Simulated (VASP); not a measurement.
## LiH: single point with PBE

LiH:

```xyz
2
Lattice="0.0000 2.0003 2.0003 2.0003 0.0000 2.0003 2.0003 2.0003 0.0000" Properties=species:S:1:pos:R:3 pbc="T T T"
Li    0.0000    0.0000    0.0000
H     2.0003    2.0003    2.0003
```

```json
{"Program": "VASP 6.6.1", "Task": "single point", "Functional": "PBE", "Potentials or basis": "VASP PAW PBE potentials, release 64 (Li_sv, H)", "Cutoff": "750 eV", "k mesh": "4 × 4 × 4", "Occupations": "gaussian, width 0.01 eV", "Spin": "no spin polarisation", "Dipole correction": "no", "Further INCAR settings": "ALGO = Normal; EDIFF = 1e-06; NBANDS = 9"}
```

- Pressure: 0.3 GPa
- Band gap on the k mesh: 2.96 eV, direct

Levels at points of the mesh, in eV from the valence-band top:
| k point | band 1 | band 2 | band 3 | band 4 | band 5 | band 6 |
| --- | --- | --- | --- | --- | --- | --- |
| (0.00, 0.00, 0.00) | -44.30 | -5.47 | 16.16 | 17.94 | 17.94 | 17.94 |
| (0.50, 0.00, 0.00) | -44.26 | -2.65 | 4.91 | 13.71 | 16.54 | 16.54 |
| (0.50, 0.50, 0.00) | -44.24 | 0.00 | 2.97 | 10.83 | 10.83 | 14.01 |

Wall time 4.5 s on 1 thread of AMD EPYC 9R45 (Zen 5), on a shared host, peak memory 0.11 GiB.

Caveat: the k points lie up to 0.68 Å⁻¹ apart. Expect the measured gap to be larger: semilocal functionals such as PBE lack the derivative discontinuity.
